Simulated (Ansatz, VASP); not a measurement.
Two plane-wave programs on K2ScZnC6N6

```xyz
16
Lattice="0.0000 5.1995 5.1995 5.1995 0.0000 5.1995 5.1995 5.1995 0.0000" Properties=species:S:1:pos:R:3 pbc="T T T"
K     2.5997    2.5997    2.5997
K     7.7992    7.7992    7.7992
Sc    0.0000    0.0000    0.0000
Zn    5.1995    5.1995    5.1995
C     2.0220    5.1995    5.1995
C     5.1995    2.0220    5.1995
C     5.1995    5.1995    2.0220
C     8.3770    5.1995    5.1995
C     5.1995    8.3770    5.1995
C     5.1995    5.1995    8.3770
N     3.1920    5.1995    5.1995
N     5.1995    3.1920    5.1995
N     5.1995    5.1995    3.1920
N     7.2070    5.1995    5.1995
N     5.1995    7.2070    5.1995
N     5.1995    5.1995    7.2070
```

Alike in both runs: task single point; functional PBE; k mesh 4 × 4 × 4; occupations gaussian, width 0.1 eV; collinear spin.

|  | VASP | Ansatz |
| --- | --- | --- |
| version | VASP 6.6.1 | Ansatz 0.2.0 |
| potentials or method | VASP PAW PBE potentials, release 64 (K_sv, Sc_sv, Zn, C, N), cutoff 520 eV | scalar-relativistic, plane waves, PAW |
| valence electrons in the cell | 95 | 95 |

```csv
,VASP,Ansatz,Ansatz less VASP
gap on the k mesh at the Fermi level (eV),none,none,-
pressure (GPa),14.5,13.9,-0.57
rms of the force components (eV/Å),0.913,1.042,+0.1289
net moment per atom (μB),0.00,0.00,0.000
```

Atom by atom the forces differ by 0.177 eV/Å (rms over components). A gap of «none» marks a metal or a gap that the smearing closes. With one functional, cell and mesh, what is left measures potentials, basis and numerics. Ansatz's warnings: seeded moment not kept.

Noted on VASP's run: the standard files for N, O and F lose accuracy on very short bonds.
